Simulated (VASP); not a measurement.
Wanted: the native input for a VASP 6.6.1 run.

* Task: single point
* Functional: PBE
* Potentials or basis: VASP PAW PBE potentials, release 64 (Zn, S)
* Cutoff: 520 eV
* k mesh: 8 × 8 × 5
* Occupations: fermi-dirac, width 0.03 eV
* Spin: no spin polarisation
* Dipole correction: no
* Further INCAR settings: ALGO = Normal; EDIFF = 1e-06; NBANDS = 26

The structure of ZnS lies in POSCAR:

```
ZnS
1.0
    3.8109987816      0.0000000000      0.0000000000
   -1.9054993908      3.3004217586      0.0000000000
    0.0000000000      0.0000000000      6.2340000000
Zn S
2 2
Direct
    0.3333333333      0.6666666667      0.0000000000
    0.6666666667      0.3333333333      0.5000000000
    0.3333333333      0.6666666667      0.3850000000
    0.6666666667      0.3333333333      0.8850000000
```

The input as run:

INCAR

```
PREC = Accurate
ENCUT = 520
EDIFF = 1E-6
ISMEAR = -1
SIGMA = 0.03
LREAL = False
LASPH = True
NELM = 80
ALGO = Normal
ISIF = 2
LWAVE = False
LCHARG = False
GGA = PE
NBANDS = 26
```

KPOINTS

```
regular mesh
0
Gamma
  8 8 5
```

Potentials or basis: VASP PAW PBE potentials, release 64 (Zn, S).

The run is started by

```sh
$ cat potpaw_PBE.64/Zn/POTCAR potpaw_PBE.64/S/POTCAR > POTCAR
$ mpirun -np 1 vasp_std > vasp.out
```

It gave:

```
Pressure               : 2.5 GPa
Largest force          : 0.323 eV/Å
Band gap on the k mesh : 2.25 eV, direct
```

Run time: 34 s on 1 thread of Intel(R) Xeon(R) Platinum 8488C (Sapphire Rapids) (shared host), peak memory 0.2 GiB.
